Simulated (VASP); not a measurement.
The system is BaTiO3.

```
CELL_PARAMETERS angstrom
2.82737 1.63238 2.31839
-2.82737 1.63238 2.31839
0.00000 -3.26476 2.31839
ATOMIC_POSITIONS crystal
Ba 0.00000 0.00000 0.00000
Ti 0.48450 0.48450 0.48450
O 0.50860 0.50860 0.01750
O 0.01750 0.50860 0.50860
O 0.50860 0.01750 0.50860
```

Base run:

| Property | Result |
| --- | --- |
| Program | VASP 6.6.1 |
| Functional | PBEsol |
| Potentials or basis | VASP PAW PBE potentials, release 64 (Ba_sv, Ti_sv, O) |
| Cutoff | 520 eV |
| k mesh | 6 × 6 × 6 |
| Occupations | gaussian, width 0.01 eV |
| Spin | no spin polarisation |
| Hubbard terms | Ti d U = 6.0 eV |

Its results: band gap on the k mesh 2.98 eV, indirect (least direct gap 3.39 eV); pressure 6.1 GPa; largest force 1.737 eV/Å.

After a change of settings the same cell gave: band gap on the k mesh 2.80 eV, indirect (least direct gap 3.21 eV); pressure 4.7 GPa; largest force 1.330 eV/Å. Which change was it?
A. hubbard terms from Ti d U = 6.0 eV to none; further incar settings from ALGO = Normal; EDIFF = 1e-06; NBANDS = 28 to ALGO = Normal; EDIFF = 1e-07; NBANDS = 28
B. hubbard terms from Ti d U = 6.0 eV to Ti d U = 4.5 eV
C. hubbard terms from Ti d U = 6.0 eV to Ti d U = 1.5 eV

B.

Caveats: the PAW data sets were made with another functional, which shifts forces and pressure a little; spin-orbit coupling is left out, which moves the levels of the heavy elements.
